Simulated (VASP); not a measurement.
Write the native input for VASP 6.6.1 that does the following.

| Quantity | Value |
| --- | --- |
| Task | single point |
| Functional | LDA |
| Potentials or basis | VASP PAW LDA potentials, release 64 (Mo_sv) |
| Cutoff | 520 eV |
| k mesh | 9 × 9 × 9 |
| Occupations | fermi-dirac, width 0.05 eV |
| Spin | non-collinear spin, zero start, spin-orbit coupling |
| Starting moments | [[0.0, 0.0, 0.0]] μB |
| Dipole correction | no |
| Further INCAR settings | ALGO = Fast; EDIFF = 1e-06; NBANDS = 25 |

The structure of Mo lies in POSCAR:

```
Mo
1.0
   -1.5838089719      1.5838089719      1.5838089719
    1.5838089719     -1.5838089719      1.5838089719
    1.5838089719      1.5838089719     -1.5838089719
Mo
1
Direct
    0.0000000000      0.0000000000      0.0000000000
```

The input as run:

INCAR

```
SYSTEM = Mo
PREC = Accurate ; ENCUT = 520
EDIFF = 1E-6 ; ISMEAR = -1
SIGMA = 0.05 ; LREAL = .FALSE.
LASPH = .TRUE. ; NELM = 150
ALGO = Fast ; ISIF = 2
LWAVE = .FALSE. ; LCHARG = .FALSE.
MAGMOM = 0 0 0 ; LORBIT = 11
LSORBIT = .TRUE. ; GGA_COMPAT = .FALSE.
LORBMOM = .TRUE. ; LMAXMIX = 4
GGA = CA ; NBANDS = 25
```

KPOINTS

```
Automatic mesh
0
G
  9 9 9
  0 0 0
```

Potentials or basis: VASP PAW LDA potentials, release 64 (Mo_sv).

Launch:

```bash
$ cat potpaw_LDA.64/Mo_sv/POTCAR > POTCAR
$ mpirun -np 1 vasp_ncl > vasp.out
```

Results of the run:

| Quantity | Value |
| --- | --- |
| Pressure | -13.2 GPa |
| Net moment | 0.00 μB per cell |
| Valence electrons inside the program's atomic spheres | Mo 12.48 |

Wall time 52 s on 1 thread of AMD EPYC 7R13 (shared host), peak memory 0.12 GiB.
